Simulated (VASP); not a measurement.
A run of VASP 6.6.1 is set up as follows.

File INCAR:

```
PREC = Accurate
ENCUT = 520
EDIFF = 1E-6
ISMEAR = 0
SIGMA = 0.1
LREAL = False
LASPH = True
NELM = 100
ALGO = Normal
ISIF = 2
LWAVE = False
LCHARG = False
GGA = PE
NBANDS = 26
```

Contents of KPOINTS:

```
Automatic mesh
0
Gamma
  4 4 4
```

Contents of POSCAR:

```
Li2Au
1.0
    0.0000000000      3.5040565957      3.5040565957
    3.5040565957      0.0000000000      3.5040565957
    3.5040565957      3.5040565957      0.0000000000
Li Au
4 2
Direct
    0.6250000000      0.6250000000      0.6250000000
    0.1250000000      0.6250000000      0.6250000000
    0.6250000000      0.6250000000      0.1250000000
    0.6250000000      0.1250000000      0.6250000000
    0.0000000000      0.0000000000      0.0000000000
    0.2500000000      0.2500000000      0.2500000000
```

Potentials or basis: VASP PAW PBE potentials, release 64 (Li_sv, Au).

Command:

```console
$ cat potpaw_PBE.64/Li_sv/POTCAR potpaw_PBE.64/Au/POTCAR > POTCAR
$ mpirun -np 1 vasp_std > vasp.out
```

(1) Predict the band gap on the k mesh.

Results:

(1) zero (bands 17 and 18 overlap by 3.82 eV).

Caveat: the k points lie up to 0.39 Å⁻¹ apart, too coarse for converged energies and pressures of a metal; spin-orbit coupling is left out, which moves the levels of the heavy elements.
